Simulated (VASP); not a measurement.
# PtSe2 (P-3m1) in VASP: notebook, part 3 of 3

VASP 6.6.1. The steps go on from the part before.

## 6. Relaxation of cell and atoms, PBE+D3(BJ)

This run uses another cell than the first one, of 20.27 Å³/atom, 0.965 times its volume.

File INCAR:

```
PREC = Accurate
ENCUT = 600
EDIFF = 1E-7
ISMEAR = 0
SIGMA = 0.1
LREAL = F
LASPH = T
NELM = 60
ALGO = Normal
ISIF = 3
LWAVE = F
LCHARG = F
GGA = PE
IVDW = 12
IBRION = 2
NSW = 100
EDIFFG = -0.05
```

File KPOINTS:

```
regular mesh
0
Gamma
  6 6 4
```

File POSCAR:

```
PtSe2
1.0
    3.7240006046      0.0000000000      0.0000000000
   -1.8620003023      3.2250791273      0.0000000000
    0.0000000000      0.0000000000      5.0620000000
Pt Se
1 2
Direct
    0.0000000000      0.0000000000      0.0000000000
    0.3333333333      0.6666666667      0.2500000000
    0.6666666667      0.3333333333      0.7500000000
```

Potentials or basis: VASP PAW PBE potentials, release 64 (Pt, Se).

Launch:

```bash
$ cat potpaw_PBE.64/Pt/POTCAR potpaw_PBE.64/Se/POTCAR > POTCAR
$ mpirun -np 1 vasp_std > vasp.out
```

OUTCAR:

```text
PREC = Accurate
   ENCUT = 600
   EDIFF = 1E-7
   ISMEAR = 0
   LREAL = F
   LASPH = T
   NELM = 60
   ISIF = 3
   GGA = PE
   IVDW = 12
   IBRION = 2
   NSW = 100
   EDIFFG = -0.05
 IVDW          = 12

 ion  position               nearest neighbor table
   1  0.000  0.000  0.000-   2 2.49   3 2.49   3 2.49   2 2.49   3 2.49   2 2.49
   2  0.333  0.667  0.250-   1 2.49   1 2.49   1 2.49
   3  0.667  0.333  0.750-   1 2.49   1 2.49   1 2.49

  LATTYP: Found a hexagonal cell.
 ALAT       =     3.7240006046
 C/A-ratio  =     1.3592908642

  Lattice vectors:

 A1 = (   3.7240006046,   0.0000000000,   0.0000000000)
 A2 = (  -1.8620003023,   3.2250791273,   0.0000000000)
 A3 = (   0.0000000000,   0.0000000000,   5.0620000000)

Analysis of symmetry for initial positions (statically):
=====================================================================
 Subroutine PRICEL returns:
 Original cell was already a primitive cell.

 Routine SETGRP: Setting up the symmetry group for a
 hexagonal supercell.

 Subroutine GETGRP returns: Found 12 space group operations
 (whereof 12 operations were pure point group operations)
 out of a pool of 24 trial point group operations.

The static configuration has the point symmetry D_3d.

Analysis of symmetry for dynamics (positions and initial velocities):
=====================================================================
 Subroutine PRICEL returns:
 Original cell was already a primitive cell.

 Routine SETGRP: Setting up the symmetry group for a
 hexagonal supercell.

 Subroutine GETGRP returns: Found 12 space group operations
 (whereof 12 operations were pure point group operations)
 out of a pool of 24 trial point group operations.

The dynamic configuration has the point symmetry D_3d.

 Subroutine INISYM returns: Found 12 space group operations
 (whereof 12 operations are pure point group operations),
 and found     1 'primitive' translations

----------------------------------------------------------------------------------------

                                     Primitive cell

  volume of cell :      60.7956

  direct lattice vectors                    reciprocal lattice vectors
     3.724000605  0.000000000  0.000000000     0.268528420  0.155034956  0.000000000
    -1.862000302  3.225079127  0.000000000     0.000000000  0.310069912  0.000000000
     0.000000000  0.000000000  5.062000000     0.000000000  0.000000000  0.197550375

  length of vectors
     3.724000605  3.724000605  5.062000000     0.310069912  0.310069912  0.197550375

  position of ions in fractional coordinates (direct lattice)
     0.000000000  0.000000000  0.000000000
     0.333333333  0.666666667  0.250000000
     0.666666667  0.333333333  0.750000000

  ion indices of the primitive-cell ions
   primitive index   ion index
                 1           1
                 2           2
                 3           3

----------------------------------------------------------------------------------------

 KPOINTS: regular mesh

Automatic generation of k-mesh.
 Grid dimensions read from file:
 generate k-points for:    6    6    4

 Generating k-lattice:

  Cartesian coordinates                     Fractional coordinates (reciprocal lattice)
     0.044754737  0.025839159  0.000000000     0.166666667  0.000000000  0.000000000
     0.000000000  0.051678319  0.000000000     0.000000000  0.166666667  0.000000000
     0.000000000  0.000000000  0.049387594     0.000000000  0.000000000  0.250000000

  Length of vectors
     0.051678319  0.051678319  0.049387594

  Shift w.r.t. Gamma in fractional coordinates (k-lattice)
     0.000000000  0.000000000  0.000000000

 Subroutine IBZKPT returns following result:
 ===========================================

 Found     24 irreducible k-points:

 Following reciprocal coordinates:
            Coordinates               Weight
  0.000000  0.000000  0.000000      1.000000
  0.166667  0.000000  0.000000      6.000000
  0.333333  0.000000  0.000000      6.000000
  0.500000  0.000000  0.000000      3.000000
  0.166667  0.166667  0.000000      6.000000
  0.333333  0.166667  0.000000     12.000000
[... 16 lines left out ...]
  0.333333  0.166667  0.500000     12.000000
  0.333333  0.333333  0.500000      2.000000
   k-points           NKPTS =     24   k-points in BZ     NKDIM =     24   number of bands    NBANDS=     15
   number of dos      NEDOS =    301   number of ions     NIONS =      3
   total plane-waves  NPLWV =  36000
   dimension x,y,z NGX =    30 NGY =   30 NGZ =   40
   dimension x,y,z NGXF=    60 NGYF=   60 NGZF=   80
   ions per type =               1   2
   NGX,Y,Z   is equivalent  to a cutoff of  13.39, 13.39, 13.14 a.u.
   NGXF,Y,Z  is equivalent  to a cutoff of  26.79, 26.79, 26.27 a.u.
 SYSTEM =  unknown system
   PREC   = accura    normal or accurate (medium, high low for compatibility)
   ISTART =      0    job   : 0-new  1-cont  2-samecut
   ICHARG =      2    charge: 1-file 2-atom 10-const
   ISPIN  =      1    spin polarized calculation?
   LNONCOLLINEAR =      F non collinear calculations
   LSORBIT =      F    spin-orbit coupling
   LASPH  =      T    aspherical Exc in radial PAW
   ENCUT  =  600.0 eV  44.10 Ry    6.64 a.u.   7.44  7.44 10.11*2*pi/ulx,y,z
   NELM   =     60;   NELMIN=  2; NELMDL= -5     # of ELM steps
   EDIFF  = 0.1E-06   stopping-criterion for ELM
   LREAL  =      F    real-space projection
   EDIFFG = -.5E-01   stopping-criterion for IOM
   NSW    =    100    number of steps for IOM
   IBRION =      2    ionic relax: 0-MD 1-quasi-New 2-CG
   NFREE  =      1    steps in history (QN), initial steepest desc. (CG)
   ISIF   =      3    stress and relaxation
   ISYM   =      2    0-nonsym 1-usesym 2-fastsym
   POTIM  = 0.5000    time-step for ionic-motion
   TEBEG  =    0.0;   TEEND  =   0.0 temperature during run
   PSTRESS=    0.0 pullay stress
   NELECT =      22.0000    total number of electrons
   NUPDOWN=      -1.0000    fix difference up-down
   EMIN   =  10.00;   EMAX   =-10.00  energy-range for DOS
   EFERMI =   0.00;   METHOD = LEGACY
   ISMEAR =     0;   SIGMA  =   0.10  broadening in eV -4-tet -1-fermi 0-gaus
   EFERMI_NEDOS =   21; number of points for ismear=-14 and -15
   IALGO  =     38    algorithm
   IMIX   =      4    mixing-type and parameters
     AMIX     =   0.40;   BMIX     =  1.00
     AMIX_MAG =   1.60;   BMIX_MAG =  1.00
  volume/ion in A,a.u.               =      20.27       136.76
  Fermi-wavevector in a.u.,A,eV,Ry     =   1.166608  2.204570 18.517180  1.360974
  Thomas-Fermi vector in A             =   2.303119
   LORBIT       =      0    0 simple, 1 ext, 2 COOP (PROOUT), +10 PAW based schemes
   GGA     = PE    functional components
   LHFCALC =     F    Hartree Fock is set to
   AEXX    =    0.0000 exact exchange contribution
   IVDW    =    12    specifies the selected vdW correction
   LEPSILON=     F    determine dielectric tensor
   LRPA    =     F    only Hartree local field effects (RPA)
 conjugate gradient relaxation of ions
 non-spin polarized calculation
 Gauss-broadening in eV      SIGMA  =   0.10
  energy-cutoff  :      600.00
  volume of cell :       60.80
 maximum number of plane-waves:      2051
 NGX is ok and might be reduce to    30
   NGX = 15   NGY = 15   NGZ = 21

--------------------------------------- Ionic step        1  -------------------------------------------

 number of electron      22.0000000 magnetization

 Free energy of the ion-electron system (eV)
  ---------------------------------------------------
  ext. energy  EPLUGINS =         0.00000000
  ---------------------------------------------------
  free energy    TOTEN  =       -14.18789549 eV

  energy without entropy =      -14.18239899  energy(sigma->0) =      -14.18514724

------------------------ aborting loop because EDIFF is reached ----------------------------------------

 Edisp (eV)   -1.43094

 E8    (eV) :    -0.6140
[... 108 lines left out ...]
  FREE ENERGIE OF THE ION-ELECTRON SYSTEM (eV)
  ---------------------------------------------------
  free  energy   TOTEN  =       -15.6427859922 eV

  energy  without entropy=      -15.6368533918  energy(sigma->0) =      -15.63981969

[... ionic steps 4 to 10 ...]

--------------------------------------- Ionic step       11  -------------------------------------------

 number of electron      22.0000000 magnetization

------------------------ aborting loop because EDIFF is reached ----------------------------------------
[... 77 lines left out ...]
--------------------------------------- Ionic step       13  -------------------------------------------

 number of electron      22.0000001 magnetization

 Free energy of the ion-electron system (eV)
  ---------------------------------------------------
  ext. energy  EPLUGINS =         0.00000000
  ---------------------------------------------------
  free energy    TOTEN  =       -14.19838755 eV

  energy without entropy =      -14.19409182  energy(sigma->0) =      -14.19623968

 E-fermi :   6.7245     XC(G=0): -10.8300

 val. band max:        6.6971295175   @ k =   0.3333   0.3333   0.0000
 cond. band min:       6.8380910681   @ k =   0.1667   0.1667   0.5000
 fundamental gap:      0.1409615505
 Fermi energy:         6.7244838126

 k-point     1 :       0.0000    0.0000    0.0000
  band No.  band energies     occupation
      1      -8.9491      2.00000
      2      -5.8651      2.00000
      3      -0.4106      2.00000
      4       0.5204      2.00000
      5       0.5204      2.00000
      6       2.9510      2.00000
      7       2.9510      2.00000
      8       4.2470      2.00000
      9       5.7259      2.00000
     10       5.7259      2.00000
     11       7.4926      0.00000
     12       7.7910      0.00000
     13       7.7910      0.00000
     14      10.0981      0.00000
[... 447 lines left out ...]
  FREE ENERGIE OF THE ION-ELECTRON SYSTEM (eV)
  ---------------------------------------------------
  free  energy   TOTEN  =       -15.6698157058 eV

  energy  without entropy=      -15.6655199709  energy(sigma->0) =      -15.66766784

 reached required accuracy - stopping structural energy minimisation
```

OSZICAR:

```text
N       E                     dE             d eps       ncg     rms          rms(c)
DAV:   1     0.131881990738E+03    0.13188E+03   -0.11257E+04   720   0.147E+03
DAV:   2    -0.902783775109E+01   -0.14091E+03   -0.13730E+03   916   0.255E+02
DAV:   3    -0.149293333283E+02   -0.59015E+01   -0.58703E+01   923   0.549E+01
[... 134 lines left out ...]
DAV:   5    -0.141983851336E+02    0.63936E-05   -0.15399E-04   776   0.104E-01    0.392E-02
DAV:   6    -0.141983873065E+02   -0.21729E-05   -0.24102E-05   832   0.380E-02    0.907E-03
DAV:   7    -0.141983873089E+02   -0.23485E-08   -0.48519E-06   776   0.155E-02    0.359E-03
DAV:   8    -0.141983875220E+02   -0.21313E-06   -0.34769E-07   825   0.454E-03    0.113E-03
DAV:   9    -0.141983875518E+02   -0.29738E-07   -0.40128E-08   367   0.190E-03
  13 F= -.15669816E+02 E0= -.15667668E+02  d E =-.107521E-02
```

CONTCAR:

```text
PtSe2
   1.00000000000000
     3.7653659271560804    0.0000000000000000    0.0000000000000000
    -1.8826829635780402    3.2609025474695592   -0.0000000000000001
     0.0000000000000000   -0.0000000000000001    4.8341067056385851
  Pt              Se
     1     2
Direct
     1.0000000000000000    0.0000000000000000    0.0000000000000000
     0.3333333332999970    0.6666666667000030    0.2661052329253113
     0.6666666667000030    0.3333333332999970    0.7338947670746888

  0.00000000E+00  0.00000000E+00  0.00000000E+00
  0.00000000E+00  0.00000000E+00  0.00000000E+00
  0.00000000E+00  0.00000000E+00  0.00000000E+00
```

It took 5.6 min on 1 thread of Intel Xeon Platinum 8375C at 2.90GHz (Ice Lake), shared host; peak memory 0.23 GiB.

What came out:

* Free energy: -15.6698 eV
* Relaxed volume: 19.79 Å³/atom
* Relaxed cell: a = 3.765 Å, b = 3.765 Å, c = 4.834 Å, α = 90.00°, β = 90.00°, γ = 120.00°
* Space group after relaxing (to 0.05 Å): P-3m1 (No. 164)
* Energy gained by relaxing: 17.0 meV/atom
* Ionic steps: 13
* Pressure after relaxing: 0.1 GPa
* Largest force after relaxing: 0.026 eV/Å
* Band gap on the k mesh: zero (band 11 reaches 7.49 eV, above the bottom of band 12 at 6.69 eV)
* Dispersion energy per atom: -0.490 eV

Forces on the atoms (eV/Å):
```
Pt   0.000  0.000  0.000
Se   0.000  0.000 -0.026
Se   0.000  0.000  0.026
```

The path:
| step | energy change (eV) | largest force (eV/Å) | pressure (GPa) | volume (Å³) |
| --- | --- | --- | --- | --- |
| 1 | 0.0000 | 0.6085 | 3.50 | 60.80 |
| 2 | 0.0317 | 0.3860 | -5.86 | 64.77 |
| 3 | -0.0239 | 0.1830 | -0.58 | 62.32 |
| 4 | -0.0240 | 0.1909 | -0.50 | 62.29 |
| 5 | -0.0292 | 0.1690 | -0.45 | 61.92 |
| 6 | -0.0421 | 0.0875 | -0.19 | 60.81 |
| 7 | -0.0434 | 0.1800 | 0.82 | 58.63 |
| 8 | -0.0480 | 0.0151 | 0.24 | 59.77 |
| 9 | -0.0481 | 0.0408 | 0.33 | 59.58 |
| 10 | -0.0484 | 0.1660 | -1.13 | 59.76 |
| 11 | -0.0499 | 0.1062 | -0.44 | 59.68 |
| 12 | -0.0492 | 0.0790 | 0.85 | 58.94 |
| 13 | -0.0510 | 0.0256 | 0.11 | 59.36 |

Final structure:
```
Pt Se
1.0
     3.76537    0.00000    0.00000
    -1.88268    3.26090    0.00000
     0.00000    0.00000    4.83411
Pt Se
1 2
Direct
  0.00000 0.00000 0.00000
  0.33333 0.66667 0.26611
  0.66667 0.33333 0.73389
```

Caveat: spin-orbit coupling is left out, which moves the levels of the heavy elements; pairwise dispersion overbinds metals, which lowers pressure and volume; the relaxation stopped at a loose force limit of 0.05 eV/Å, so its end isn't a converged minimum.

## 7. Summary

| task | spin | cell | k mesh | cutoff (eV) | gap on the mesh (eV) | pressure (GPa) | largest force (eV/Å) |
| --- | --- | --- | --- | --- | --- | --- | --- |
| relaxation of shape and atoms at fixed volume | off | relaxed from a = 3.817, b = 3.817, c = 4.992 Å, angles 90.0, 90.0, 120.0°, 3 atoms | 15 × 15 × 10 | 600 | none | -2.3 | - |
| single point | off | a = 3.724, b = 3.724, c = 5.062 Å, angles 90.0, 90.0, 120.0°, 3 atoms | 6 × 6 × 4 | 520 | none | 3.5 | 0.61 |
| single point | collinear, ferromagnetic start | a = 3.724, b = 3.724, c = 5.062 Å, angles 90.0, 90.0, 120.0°, 3 atoms | 6 × 6 × 4 | 520 | none | 3.5 | 0.61 |
| single point | off | a = 3.764, b = 3.764, c = 4.865 Å, angles 90.0, 90.0, 120.0°, 3 atoms | 6 × 6 × 4 | 520 | none | -0.1 | 0.01 |
| relaxation of cell and atoms | off | relaxed from a = 3.724, b = 3.724, c = 5.062 Å, angles 90.0, 90.0, 120.0°, 3 atoms | 6 × 6 × 4 | 600 | none | 0.1 | 0.03 |

Alike in all rows: level PBE+D3(BJ); potentials or basis VASP PAW PBE potentials, release 64 (Pt, Se); smearing gaussian 0.1 eV.

Caveats: spin-orbit coupling is left out, which moves the levels of the heavy elements; pairwise dispersion overbinds metals, which lowers pressure and volume; the relaxation stopped at a loose force limit of 0.05 eV/Å, so its end isn't a converged minimum (some runs).

Total energies depend on the potentials used, so only differences within one code and one set of settings carry meaning.
